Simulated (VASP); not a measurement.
Runs of VASP 6.6.1 on GePt2. The structure is that of space group P-62m (No. 189), or close to it. The cells are those of the table. 

```tsv
cell	gap on the mesh (eV)	pressure (GPa)	largest force (eV/Å)
a = 6.490, b = 6.490, c = 3.459 Å, angles 90.0, 90.0, 120.0°, 9 atoms	none	(b)	0.71
a = 6.761, b = 6.761, c = 3.182 Å, angles 90.0, 90.0, 120.0°, 9 atoms	none	20.6	0.28
a = 7.302, b = 7.302, c = 3.182 Å, angles 90.0, 90.0, 120.0°, 9 atoms	none	-15.3	0.41
a = 6.761, b = 6.761, c = 3.735 Å, angles 90.0, 90.0, 120.0°, 9 atoms	none	-12.1	0.16
a = 7.302, b = 7.302, c = 3.459 Å, angles 90.0, 90.0, 120.0°, 9 atoms	none	(a)	0.42
```

Alike in all rows: task single point; level PBEsol; potentials or basis VASP PAW PBE potentials, release 64 (Ge_d, Pt); no spin polarisation; k mesh 6 × 6 × 12; cutoff (eV) 520; smearing gaussian 0.15 eV.

Fill in the values left out.

(a) -23.8; (b) 24.6.

Caveats: the PAW data sets were made with another functional, which shifts forces and pressure a little; spin-orbit coupling is left out, which moves the levels of the heavy elements; the stress differs along the axes, from 19 to 28 GPa (at least some runs); the cell stands under pressure (at least some runs); the stress differs along the axes, from -18 to -10 GPa (at least some runs); the cell stands under tension (at least some runs); the stress differs along the axes, from -26 to -19 GPa (at least some runs).

A k mesh can miss the band edges, and the runs leave out spin-orbit coupling on Ge, Pt.

A gap of «none» marks levels without a gap at the run's occupations.
